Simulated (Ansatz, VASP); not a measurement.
## One calculation of Cu, two programs

```xyz
2
Lattice="2.5341 0.0000 0.0000 -1.2670 2.1946 0.0000 0.0000 0.0000 4.1126" Properties=species:S:1:pos:R:3 pbc="T T T"
Cu    0.0000    1.4631    1.0281
Cu    1.2670    0.7315    3.0844
```

Alike in both runs: task single point; functional LDA; k mesh 12 × 12 × 7; no spin polarisation.

|  | VASP | Ansatz |
| --- | --- | --- |
| version | VASP 6.6.1 | Ansatz 0.2.0 |
| potentials or method | VASP PAW LDA potentials, release 64 (Cu) | plane waves, PAW |
| plane-wave cutoff (eV) | 520 | 420 |
| occupations | methfessel-paxton of order 1, width 0.1 eV | cold |
| valence electrons in the cell | 22 | 38 |

|  | VASP | Ansatz | Ansatz less VASP |
| --- | --- | --- | --- |
| gap on the k mesh at the Fermi level (eV) | none | none | - |
| pressure (GPa) | -7.0 | -7.9 | -0.88 |

LDA's correlation is that of Perdew and Zunger in VASP and of Perdew and Wang (1992) in Ansatz. A gap of «none» marks a metal or a gap that the smearing closes. VASP's potentials hold 22 valence electrons a cell and Ansatz's 38, so a difference there can come from the potentials and not from the codes. Ansatz's warnings: structure snapped to symmetry.
